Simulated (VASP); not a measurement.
A run of VASP 6.6.1 is set up as follows.

INCAR

```
PREC     = Accurate       # precision mode
ENCUT    = 520            # plane-wave cutoff, eV
EDIFF    = 1E-6           # SCF threshold, eV
ISMEAR   = 0              # smearing method
SIGMA    = 0.15           # smearing width, eV
LREAL    = F              # projectors in reciprocal space
LASPH    = T              # aspherical terms in the spheres
NELM     = 80             # most SCF steps
ALGO     = Normal         # electronic algorithm
ISIF     = 2              # what is computed and relaxed
LWAVE    = F              # write WAVECAR
LCHARG   = F              # write CHGCAR
GGA      = PE             # functional
NBANDS   = 16             # bands
```

KPOINTS

```
regular mesh
0
Gamma
  14 14 14
```

POSCAR

```
GaSb
1.0
    0.0000000000      3.3035452654      3.1316193624
    3.1316193624      0.0000000000      3.1316193624
    3.1316193624      3.3035452654      0.0000000000
Ga Sb
1 1
Direct
    0.0000000000      0.0000000000      0.0000000000
    0.7500000000      0.7500000000      0.7500000000
```

Potentials or basis: VASP PAW PBE potentials, release 64 (Ga_d, Sb).

Launch:

```bash
$ cat potpaw_PBE.64/Ga_d/POTCAR potpaw_PBE.64/Sb/POTCAR > POTCAR
$ mpirun -np 1 vasp_std > vasp.out
```

Question: What does it give for the pressure?

Answer: -2.8 GPa.

Question: Estimate the band gap on the k mesh.

Answer: Zero (filled and empty bands touch).

Stress tensor (GPa, compression positive):
```
-2.06  0.00  0.00
 0.00 -4.31  0.00
 0.00  0.00 -2.06
```

Caveat: semilocal functionals underestimate gaps, and a narrow one can read as zero; spin-orbit coupling is left out, which moves the levels of the heavy elements.
